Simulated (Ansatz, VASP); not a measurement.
## Two plane-wave programs on BN

INCAR

```
SYSTEM = BN
PREC = Accurate
ENCUT = 600
EDIFF = 1E-6
ISMEAR = 0
SIGMA = 0.01
LREAL = .FALSE.
LASPH = .TRUE.
NELM = 120
ALGO = Normal
ISIF = 2
LWAVE = .FALSE.
LCHARG = .TRUE.
LELF = .TRUE.
LVHAR = .TRUE.
NBANDS = 11
GGA_COMPAT = .FALSE.
```

Contents of KPOINTS:

```
Automatic mesh
0
G
  10 10 10
  0 0 0
```

Contents of POSCAR:

```
BN
1.0
    0.0000000000      1.6575009730      1.6575009730
    1.6575009730      0.0000000000      1.6575009730
    1.6575009730      1.6575009730      0.0000000000
B N
1 1
Direct
    0.0000000000      0.0000000000      0.0000000000
    0.2500000000      0.2500000000      0.2500000000
```

Input for Ansatz:

```yaml
crystal:
  lattice:
    - [0.0, 1.657500973, 1.657500973]
    - [1.657500973, 0.0, 1.657500973]
    - [1.657500973, 1.657500973, 0.0]
  atoms:
    - { symbol: B, position: [0.0, 0.0, 0.0] }
    - { symbol: "N", position: [0.25, 0.25, 0.25] }
scf:
  occupations: { method: fixed }
output:
  forces: true
  stress: true
  eigenvalues: true
hamiltonian:
  xc: lda
basis:
  ecutwfc: 600
kpoints:
  mp_grid: { grid: [10, 10, 10] }
```

Alike in both runs: task single point; functional LDA; k mesh 10 × 10 × 10; no spin polarisation.

|  | VASP | Ansatz |
| --- | --- | --- |
| version | VASP 6.6.1 | Ansatz 0.2.0 |
| potentials or method | VASP PAW LDA potentials, release 64 (B, N), cutoff 600 eV | scalar-relativistic, plane waves, PAW |
| occupations | gaussian, width 0.01 eV | fixed |
| valence electrons in the cell | 8 | 8 |

Ansatz gave:

```
gap on the k mesh at the Fermi level (eV) : 4.65
least direct gap on the mesh (eV)         : 9.93
```

Which values does VASP return?

gap on the k mesh at the Fermi level (eV): 4.62; least direct gap on the mesh (eV): 9.91.

LDA's correlation is that of Perdew and Zunger in VASP and of Perdew and Wang (1992) in Ansatz.
